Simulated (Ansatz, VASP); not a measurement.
**One calculation of Rh, two programs**

File INCAR:

```
PREC = Accurate ; ENCUT = 520
EDIFF = 1E-6 ; ISMEAR = -1
SIGMA = 0.1 ; LREAL = F
LASPH = T ; NELM = 80
ALGO = Normal ; ISIF = 2
LWAVE = F ; LCHARG = F
NBANDS = 38
```

The input KPOINTS:

```
Automatic mesh
0
Gamma
  9 9 3
```

The input POSCAR:

```
Rh
1.0
    2.6917446200      0.0000000000      0.0000000000
   -1.3458723100      2.3311192200      0.0000000000
    0.0000000000      0.0000000000      8.7980701300
Rh
4
Direct
    0.0000000000      0.0000000000      0.0000000000
    0.3333333318      0.6666666710      0.2499999997
    0.0053622311      0.0107244622      0.4999999994
    0.6666666720      0.3333333290      0.7500000003
```

Input for Ansatz:

```yaml
crystal:
  lattice:
    - [2.69174462, 0.0, 0.0]
    - [-1.34587231, 2.33111922, 0.0]
    - [0.0, 0.0, 8.79807013]
  atoms:
    - { symbol: Rh, position: [0.0, 0.0, 0.0] }
    - { symbol: Rh, position: [0.33333333176316304, 0.6666666709564515, 0.2499999997158468] }
    - { symbol: Rh, position: [0.005362231108883398, 0.010724462217766796, 0.4999999994316936] }
    - { symbol: Rh, position: [0.6666666719518995, 0.33333332904354845, 0.7500000002841533] }
kpoints:
  mp_grid:
    grid: [9, 9, 3]
hamiltonian:
  xc: lda
  pseudopotentials:
    kind: paw
scf:
  occupations:
    method: fermi_dirac
output:
  forces: true
```

Alike in both runs: task single point; functional LDA; k mesh 9 × 9 × 3; no spin polarisation.

|  | VASP | Ansatz |
| --- | --- | --- |
| version | VASP 6.6.1 | Ansatz 0.2.0 |
| potentials or method | VASP PAW LDA potentials, release 64 (Rh_pv) | plane waves, PAW |
| plane-wave cutoff (eV) | 520 | 420 |
| occupations | fermi-dirac, width 0.1 eV | fermi-dirac |
| valence electrons in the cell | 60 | 68 |

|  | VASP | Ansatz | Ansatz less VASP |
| --- | --- | --- | --- |
| rms of the force components (eV/Å) | 0.032 | 0.032 | -0.0002 |

LDA's correlation is that of Perdew and Zunger in VASP and of Perdew and Wang (1992) in Ansatz. Atom by atom the forces differ by 0.000 eV/Å (rms over components). VASP's potentials hold 60 valence electrons a cell and Ansatz's 68, so a difference there can come from the potentials and not from the codes.
